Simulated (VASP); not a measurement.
Here is a VASP 6.6.1 calculation.

File INCAR:

```
SYSTEM = WS2
PREC     = Accurate       ! precision mode
ENCUT    = 520            ! plane-wave cutoff, eV
EDIFF    = 1E-6           ! SCF threshold, eV
ISMEAR   = 0              ! smearing method
SIGMA    = 0.1            ! smearing width, eV
LREAL    = .False.        ! projectors in reciprocal space
LASPH    = .True.         ! aspherical terms in the spheres
NELM     = 80             ! most SCF steps
ALGO     = Normal         ! electronic algorithm
ISIF     = 2              ! what is computed and relaxed
LWAVE    = .False.        ! write WAVECAR
LCHARG   = .False.        ! write CHGCAR
GGA      = PE             ! functional
NBANDS   = 35             ! bands
```

KPOINTS

```
regular mesh
0
Gamma
  6 6 2
  0 0 0
```

Contents of POSCAR:

```
WS2
1.0
    3.1842228900      0.0000000000      0.0000000000
   -1.5921114500      2.7576179200      0.0000000000
    0.0000000000      0.0000000000     12.9782823600
W S
2 4
Direct
    0.3333333300      0.6666666700      0.2500000000
    0.6666666700      0.3333333300      0.7500000000
    0.3333333300      0.6666666700      0.6298049400
    0.6666666700      0.3333333300      0.1298049400
    0.3333333300      0.6666666700      0.8701950600
    0.6666666700      0.3333333300      0.3701950600
```

Potentials or basis: VASP PAW PBE potentials, release 64 (W_sv, S).

The run is started by

```console
$ cat potpaw_PBE.64/W_sv/POTCAR potpaw_PBE.64/S/POTCAR > POTCAR
$ mpirun -np 1 vasp_std > vasp.out
```

(1) Estimate the pressure.

(2) Predict the largest force.

(3) Estimate the band gap on the k mesh.

## Answers

(1) 1.7 GPa.

(2) 0.209 eV/Å.

(3) 1.24 eV (least direct gap 1.74 eV).

Caveat: spin-orbit coupling is left out, which moves the levels of the heavy elements; this functional lacks dispersion, which binds layers or chains, so the pressure and a relaxed spacing across them are unreliable.
